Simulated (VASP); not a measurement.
# Li2S (Fm-3m) in VASP: further runs

The runs below take Li2S through single point, with PBE.

Program: VASP 6.6.1. These are calculated values, not measurements. Logs are shortened: lines on timing, memory, paths and dates and some standing lists are left out, and cuts for length are marked.

**1. The cell of the first run**

It takes space group Fm-3m (No. 225, cubic). Conventional cell: a = 5.739 Å, b = 5.739 Å, c = 5.739 Å, α = 90.00°, β = 90.00°, γ = 90.00°. Within 3.3 Å of Li (site symmetry -43m) lie 4 S at 2.49 Å and 6 Li at 2.87 Å. Within 3.3 Å of S (site symmetry m-3m) lie 8 Li at 2.49 Å.

**2. Single point, PBE**

INCAR

```
PREC     = Accurate       # precision mode
ENCUT    = 750            # plane-wave cutoff, eV
EDIFF    = 1E-6           # SCF threshold, eV
ISMEAR   = 1              # smearing method
SIGMA    = 0.02           # smearing width, eV
LREAL    = F              # projectors in reciprocal space
LASPH    = T              # aspherical terms in the spheres
NELM     = 120            # most SCF steps
ALGO     = Normal         # electronic algorithm
ISIF     = 2              # what is computed and relaxed
LWAVE    = F              # write WAVECAR
LCHARG   = F              # write CHGCAR
GGA      = PE             # functional
NBANDS   = 13             # bands
GGA_COMPAT= F
```

KPOINTS

```
Automatic mesh
0
Gamma
  6 6 6
```

POSCAR

```
Li2S
1.0
    0.0000000000      2.8695629654      2.8695629654
    2.8695629654      0.0000000000      2.8695629654
    2.8695629654      2.8695629654      0.0000000000
Li S
2 1
Direct
    0.2500000000      0.2500000000      0.2500000000
    0.7500000000      0.7500000000      0.7500000000
    0.0000000000      0.0000000000      0.0000000000
```

Potentials or basis: VASP PAW PBE potentials, release 64 (Li_sv, S).

Launch:

```sh
cat potpaw_PBE.64/Li_sv/POTCAR potpaw_PBE.64/S/POTCAR > POTCAR
mpirun -np 1 vasp_std > vasp.out
```

OUTCAR:

```text
PREC = Accurate
   ENCUT = 750
   EDIFF = 1E-6
   ISMEAR = 1
   LREAL = F
   LASPH = T
   NELM = 120
   ISIF = 2
   GGA = PE

 ion  position               nearest neighbor table
   1  0.250  0.250  0.250-   3 2.49   3 2.49   3 2.49   3 2.49
   2  0.750  0.750  0.750-   3 2.49   3 2.49   3 2.49   3 2.49
   3  0.000  0.000  0.000-   2 2.49   2 2.49   2 2.49   1 2.49   2 2.49   1 2.49   1 2.49   1 2.49

  LATTYP: Found a face centered cubic cell.
 ALAT       =     5.7391259308

  Lattice vectors:

 A1 = (   0.0000000000,   2.8695629654,   2.8695629654)
 A2 = (   2.8695629654,   0.0000000000,   2.8695629654)
 A3 = (   2.8695629654,   2.8695629654,   0.0000000000)

Analysis of symmetry for initial positions (statically):
=====================================================================
 Subroutine PRICEL returns:
 Original cell was already a primitive cell.

 Routine SETGRP: Setting up the symmetry group for a
 face centered cubic supercell.

 Subroutine GETGRP returns: Found 48 space group operations
 (whereof 48 operations were pure point group operations)
 out of a pool of 48 trial point group operations.

The static configuration has the point symmetry O_h .

Analysis of symmetry for dynamics (positions and initial velocities):
=====================================================================
 Subroutine PRICEL returns:
 Original cell was already a primitive cell.

 Routine SETGRP: Setting up the symmetry group for a
 face centered cubic supercell.

 Subroutine GETGRP returns: Found 48 space group operations
 (whereof 48 operations were pure point group operations)
 out of a pool of 48 trial point group operations.

The dynamic configuration has the point symmetry O_h .

 Subroutine INISYM returns: Found 48 space group operations
 (whereof 48 operations are pure point group operations),
 and found     1 'primitive' translations

----------------------------------------------------------------------------------------

                                     Primitive cell

  volume of cell :      47.2582

  direct lattice vectors                    reciprocal lattice vectors
     0.000000000  2.869562965  2.869562965    -0.174242561  0.174242561  0.174242561
     2.869562965  0.000000000  2.869562965     0.174242561 -0.174242561  0.174242561
     2.869562965  2.869562965  0.000000000     0.174242561  0.174242561 -0.174242561

  length of vectors
[... 84 lines left out ...]
   TEBEG  =    0.0;   TEEND  =   0.0 temperature during run
   PSTRESS=    0.0 pullay stress
   NELECT =      12.0000    total number of electrons
   NUPDOWN=      -1.0000    fix difference up-down
   EMIN   =  10.00;   EMAX   =-10.00  energy-range for DOS
   EFERMI =   0.00;   METHOD = LEGACY
   ISMEAR =     1;   SIGMA  =   0.02  broadening in eV -4-tet -1-fermi 0-gaus
   EFERMI_NEDOS =   21; number of points for ismear=-14 and -15
   IALGO  =     38    algorithm
   IMIX   =      4    mixing-type and parameters
     AMIX     =   0.40;   BMIX     =  1.00
     AMIX_MAG =   1.60;   BMIX_MAG =  1.00
  volume/ion in A,a.u.               =      15.75       106.30
  Fermi-wavevector in a.u.,A,eV,Ry     =   1.036675  1.959033 14.622127  1.074696
  Thomas-Fermi vector in A             =   2.171077
   LORBIT       =      0    0 simple, 1 ext, 2 COOP (PROOUT), +10 PAW based schemes
   GGA     = PE    functional components
   LHFCALC =     F    Hartree Fock is set to
   AEXX    =    0.0000 exact exchange contribution
   IVDW    =     0    specifies the selected vdW correction
   LEPSILON=     F    determine dielectric tensor
   LRPA    =     F    only Hartree local field effects (RPA)
 non-spin polarized calculation
 Methfessel and Paxton  Order N= 1 SIGMA  =   0.02
  energy-cutoff  :      750.00
  volume of cell :       47.26
 maximum number of plane-waves:      2229
   NGX = 19   NGY = 19   NGZ = 19

 number of electron      12.0000002 magnetization

 Free energy of the ion-electron system (eV)
  ---------------------------------------------------
  ext. energy  EPLUGINS =         0.00000000
  ---------------------------------------------------
  free energy    TOTEN  =       -11.99291442 eV

  energy without entropy =      -11.99291442  energy(sigma->0) =      -11.99291442

 E-fermi :   1.4349     XC(G=0):  -8.4265

 val. band max:        1.3326727143   @ k =   0.0000   0.0000   0.0000
 cond. band min:       4.7357818115   @ k =   0.5000   0.5000   0.0000
 fundamental gap:      3.4031090972
 Fermi energy:         1.4349095922

 k-point     1 :       0.0000    0.0000    0.0000
  band No.  band energies     occupation
      1     -42.8808      2.00000
      2     -42.8417      2.00000
      3      -9.6359      2.00000
      4       1.3327      2.00000
      5       1.3327      2.00000
      6       1.3327      2.00000
      7       5.4922      0.00000
      8       7.5518      0.00000
      9       7.5518      0.00000
     10       7.5518      0.00000
     11      12.4557      0.00000
     12      12.4557      0.00000
     13      13.6506      0.00000
[... 226 lines left out ...]
  band No.  band energies     occupation
      1     -42.8635      2.00000
      2     -42.8570      2.00000
      3      -9.0898      2.00000
      4      -0.6254      2.00000
      5      -0.2942      2.00000
      6      -0.2564      2.00000
      7       5.9967      0.00000
      8       9.1931      0.00000
      9       9.5967      0.00000
     10      11.2861      0.00000
     11      12.6476      0.00000
     12      13.5550      0.00000
     13      13.8430      0.00000

------------------------ aborting loop because EDIFF is reached ----------------------------------------

  FORCE on cell =-STRESS in cart. coord.  units (eV):
  Direction    XX          YY          ZZ          XY          YZ          ZX
  --------------------------------------------------------------------------------------
  -------------------------------------------------------------------------------------
  Total       -0.2393866     -0.2393866     -0.2393866     -0.0000000     -0.0000000     -0.0000000
  in kB       -8.1158327     -8.1158327     -8.1158327     -0.0000000     -0.0000000     -0.0000000
  external PRESSURE =      -8.1158327 kB  Pullay stress =       0.0000000 kB

 VOLUME and BASIS-vectors are now :
 -----------------------------------------------------------------------------
  energy-cutoff  :      750.00
  volume of cell :       47.26
      direct lattice vectors                 reciprocal lattice vectors
     0.000000000  2.869562965  2.869562965    -0.174242561  0.174242561  0.174242561
     2.869562965  0.000000000  2.869562965     0.174242561 -0.174242561  0.174242561
     2.869562965  2.869562965  0.000000000     0.174242561  0.174242561 -0.174242561

 POSITION                                       TOTAL-FORCE (eV/Angst)
 -----------------------------------------------------------------------------------
      1.43478      1.43478      1.43478        -0.000000     -0.000000     -0.000000
      4.30434      4.30434      4.30434         0.000000      0.000000      0.000000
      0.00000      0.00000      0.00000         0.000000     -0.000000     -0.000000
 -----------------------------------------------------------------------------------
    total drift:                                0.000000      0.000000      0.000000

  FREE ENERGIE OF THE ION-ELECTRON SYSTEM (eV)
  ---------------------------------------------------
  free  energy   TOTEN  =       -11.9929144222 eV

  energy  without entropy=      -11.9929144222  energy(sigma->0) =      -11.99291442
```

stdout:

```text
POSCAR found type information on POSCAR LiS
 POSCAR found :  2 types and       3 ions
 scaLAPACK will be used
 LDA part: xc-table for (Slater+PW92), standard interpolation
 POSCAR, INCAR and KPOINTS ok, starting setup
 FFT: planning ... GRIDC
 FFT: planning ... GRID_SOFT
 FFT: planning ... GRID
 WAVECAR not read
 entering main loop
```

It took 8.6 s on 1 thread of Intel Xeon 6975P-C (Granite Rapids), shared host; peak memory 0.19 GiB.

What came out:

```yaml
Free_energy: -11.9929 eV
Pressure: -0.8 GPa
Band_gap_on_the_k_mesh: 3.40 eV, indirect (least direct gap 4.16 eV)
```

Levels at points of the mesh, in eV from the valence-band top:
```
           k point  band 3  band 4  band 5  band 6  band 7  band 8  band 9  band 10
(0.00, 0.00, 0.00)  -10.97    0.00    0.00    0.00    4.16    6.22    6.22     6.22
(0.50, 0.00, 0.00)  -10.55   -2.81   -0.49   -0.49    6.00    6.56    6.56     8.31
(0.50, 0.50, 0.00)  -10.43   -2.12   -1.38   -1.38    3.40    7.02   10.94    10.94
```

**3. Single point, PBE**

This run uses another cell than the first one, of 16.16 Å³/atom, 1.026 times its volume.

INCAR

```
PREC = Accurate
ENCUT = 750
EDIFF = 1E-6
ISMEAR = 1
SIGMA = 0.02
LREAL = F
LASPH = T
NELM = 120
ALGO = Normal
ISIF = 2
LWAVE = F
LCHARG = T
GGA = PE
LELF = T
LVHAR = T
NBANDS = 13
GGA_COMPAT = F
```

KPOINTS is that of step 2.

POSCAR

```
Li2S
1.0
    0.0000000000      2.8941956120      2.8941956120
    2.8941956120      0.0000000000      2.8941956120
    2.8941956120      2.8941956120      0.0000000000
Li S
2 1
Direct
    0.2500000000      0.2500000000      0.2500000000
    0.7500000000      0.7500000000      0.7500000000
    0.0000000000      0.0000000000      0.0000000000
```

Potentials or basis: VASP PAW PBE potentials, release 64 (Li_sv, S).

Launch:

```sh
cat potpaw_PBE.64/Li_sv/POTCAR potpaw_PBE.64/S/POTCAR > POTCAR
mpirun -np 1 vasp_std > vasp.out
```

Run time: 13 s. Hardware: 1 thread of Intel Xeon 6975P-C (Granite Rapids), shared host; peak memory 0.23 GiB.

It converged, with:

```yaml
Free_energy: -11.9838 eV
Pressure: -1.7 GPa
Band_gap_on_the_k_mesh: 3.42 eV, indirect (least direct gap 4.03 eV)
```

Levels at points of the mesh, in eV from the valence-band top:
```tsv
k point	band 2	band 3	band 4	band 5	band 6	band 7	band 8	band 9	band 10	band 11
(0.00, 0.00, 0.00)	-44.23	-10.90	0.00	0.00	0.00	4.03	6.20	6.20	6.20	11.05
(0.50, 0.00, 0.00)	-44.25	-10.51	-2.73	-0.47	-0.47	5.88	6.55	6.55	8.18	12.47
(0.50, 0.50, 0.00)	-44.24	-10.39	-2.07	-1.33	-1.33	3.42	6.95	10.75	10.75	11.59
```

**4. Single point, PBE**

This run uses another cell than the first one, of 16.57 Å³/atom, 1.052 times its volume.

INCAR

```
ALGO = Normal
EDIFF = 1E-6
ENCUT = 750
GGA = PE
GGA_COMPAT = F
ISIF = 2
ISMEAR = 1
LASPH = T
LCHARG = T
LELF = T
LREAL = F
LVHAR = T
LWAVE = F
NBANDS = 13
NELM = 120
PREC = Accurate
SIGMA = 0.02
```

KPOINTS

```
k-points
0
Gamma
  6 6 6
```

POSCAR

```
Li2S
1.0
    0.0000000000      2.9184159482      2.9184159482
    2.9184159482      0.0000000000      2.9184159482
    2.9184159482      2.9184159482      0.0000000000
Li S
2 1
Direct
    0.2500000000      0.2500000000      0.2500000000
    0.7500000000      0.7500000000      0.7500000000
    0.0000000000      0.0000000000      0.0000000000
```

Launch:

```sh
cat potpaw_PBE.64/Li_sv/POTCAR potpaw_PBE.64/S/POTCAR > POTCAR
mpirun -np 1 vasp_std > vasp.out
```

It took 18 s on 1 thread of Intel Xeon 6975P-C (Granite Rapids), shared host; peak memory 0.22 GiB.

Results (log left out):

```
Free energy            : -11.9680 eV
Pressure               : -2.7 GPa
Band gap on the k mesh : 3.42 eV, indirect (least direct gap 3.91 eV)
```

Levels at points of the mesh, in eV from the valence-band top:
| k point | band 4 | band 5 | band 6 | band 7 | band 8 | band 9 |
| --- | --- | --- | --- | --- | --- | --- |
| (0.00, 0.00, 0.00) | 0.00 | 0.00 | 0.00 | 3.91 | 6.18 | 6.18 |
| (0.50, 0.00, 0.00) | -2.65 | -0.46 | -0.46 | 5.77 | 6.53 | 6.53 |
| (0.50, 0.50, 0.00) | -2.02 | -1.28 | -1.28 | 3.42 | 6.88 | 10.57 |

A k mesh can miss the band edges. Expect the measured gap to be larger: semilocal functionals such as PBE lack the derivative discontinuity.

**5. Summary**

```csv
cell,gap on the mesh (eV),pressure (GPa)
"a = 4.058 Å, angles 60.0°, 3 atoms",3.40,-0.8
"a = 4.093 Å, angles 60.0°, 3 atoms",3.42,-1.7
"a = 4.127 Å, angles 60.0°, 3 atoms",3.42,-2.7
```

Alike in all rows: task single point; level PBE; potentials or basis VASP PAW PBE potentials, release 64 (Li_sv, S); no spin polarisation; k mesh 6 × 6 × 6; cutoff (eV) 750; smearing methfessel-paxton 0.02 eV.

Absolute energies hang on the potentials; compare differences alone.
